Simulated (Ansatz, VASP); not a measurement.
**Two plane-wave programs on B**

```
CELL_PARAMETERS angstrom
4.17702 0.00000 0.00000
-2.08851 3.61741 0.00000
0.00000 0.00000 3.15096
ATOMIC_POSITIONS crystal
B 0.00000 0.42237 0.33333
B 0.00000 0.57763 0.83333
B 0.42237 0.00000 0.00000
B 0.42237 0.42237 0.16667
B 0.57763 0.00000 0.50000
B 0.57763 0.57763 0.66667
```

Alike in both runs: functional PBE; k mesh 12 × 12 × 12; occupations gaussian, width 0.1 eV; no spin polarisation.

Ansatz relaxed the structure, and its values are those at the end. VASP's run is a single point on that final structure, the one shown.

```csv
,VASP,Ansatz
version,VASP 6.6.1,Ansatz 0.2.0
potentials or method,"VASP PAW PBE potentials, release 64 (B), cutoff 520 eV","scalar-relativistic, plane waves, PAW"
valence electrons in the cell,18,18
```

|  | VASP | Ansatz | Ansatz less VASP |
| --- | --- | --- | --- |
| gap on the k mesh at the Fermi level (eV) | none | none | - |
| pressure (GPa) | 0.0 | 0.0 | +0.02 |

A gap of «none» marks a metal or a gap that the smearing closes.
